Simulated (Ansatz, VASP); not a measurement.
## Two plane-wave programs on Si

```xyz
2
Lattice="0.0000 2.7325 2.7325 2.7325 0.0000 2.7325 2.7325 2.7325 0.0000" Properties=species:S:1:pos:R:3 pbc="T T T"
Si    0.0000    0.0000    0.0000
Si    1.3663    1.3663    1.3663
```

Change from the starting cell: the structure that the rattled cell fell into.

Alike in both runs: task relaxation of cell and atoms; functional PBE; k mesh 6 × 6 × 6; occupations gaussian, width 0.1 eV; no spin polarisation.

|  | VASP | Ansatz |
| --- | --- | --- |
| version | VASP 6.6.1 | Ansatz 0.2.0 |
| potentials or method | VASP PAW PBE potentials, release 64 (Si), cutoff 600 eV | scalar-relativistic, plane waves, PAW |
| valence electrons in the cell | 8 | 8 |

|  | VASP | Ansatz | Ansatz less VASP |
| --- | --- | --- | --- |
| gap on the k mesh at the Fermi level, each at its own relaxed structure (eV) | 0.74 | 0.74 | -0.002 |
| relaxed volume (Å³/atom) | 20.40 | 20.40 | 0.000 |
| relaxed cell length with the largest relative difference (Å) | 3.864 | 3.864 | 0.0000 |

Noted on VASP's run: the relaxation stopped at its first step, so nothing moved.
